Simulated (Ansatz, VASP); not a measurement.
## InAs: VASP beside Ansatz

The input INCAR:

```
SYSTEM = InAs
PREC = Accurate
ENCUT = 500
EDIFF = 1E-6
ISMEAR = -1
SIGMA = 0.02
LREAL = .False.
LASPH = .True.
NELM = 120
ALGO = Normal
ISIF = 2
LWAVE = .False.
LCHARG = .False.
GGA = PE
NBANDS = 16
GGA_COMPAT = .False.
```

KPOINTS

```
Automatic mesh
0
Gamma
  8 8 8
  0 0 0
```

Contents of POSCAR:

```
InAs
1.0
    0.0000000000      3.2109866824      3.2109866824
    3.2109866824      0.0000000000      3.2109866824
    3.2109866824      3.2109866824      0.0000000000
In As
1 1
Direct
    0.0000000000      0.0000000000      0.0000000000
    0.2500000000      0.2500000000      0.2500000000
```

Input for Ansatz:

```yaml
crystal:
  lattice:
    - [0.0, 3.2109866824, 3.2109866824]
    - [3.2109866824, 0.0, 3.2109866824]
    - [3.2109866824, 3.2109866824, 0.0]
  atoms:
    - { symbol: In, position: [0.0, 0.0, 0.0] }
    - { symbol: As, position: [0.25, 0.25, 0.25] }
kpoints:
  mp_grid: { grid: [8, 8, 8] }
  band_path:
    path:
      - [0.0, 0.0, 0.0]
      - [-0.5, -0.5, 0.0]
      - [-0.375, -0.375, 0.25]
      - [-0.375, 0.0, 0.375]
      - [0.0, 0.0, 0.5]
      - [-0.5, -0.25, 0.25]
    npoints: 1
hamiltonian:
  xc: pbe
scf:
  occupations: { method: fermi_dirac, width: 0.02 }
  n_extra_bands: 4
output:
  forces: true
  stress: true
  eigenvalues: true
```

Change from the starting cell: hydrostatic strain +5.1%.

Alike in both runs: task single point; functional PBE; k mesh 8 × 8 × 8; occupations fermi-dirac, width 0.02 eV; no spin polarisation.

```csv
,VASP,Ansatz
version,VASP 6.6.1,Ansatz 0.2.0
potentials or method,"VASP PAW PBE potentials, release 64 (In_d, As)","plane waves, PAW"
plane-wave cutoff (eV),500,420
valence electrons in the cell,18,28
```

|  | VASP | Ansatz | Ansatz less VASP |
| --- | --- | --- | --- |
| pressure (GPa) | -4.1 | -4.1 | -0.01 |

VASP's potentials hold 18 valence electrons a cell and Ansatz's 28, so a difference there can come from the potentials and not from the codes.
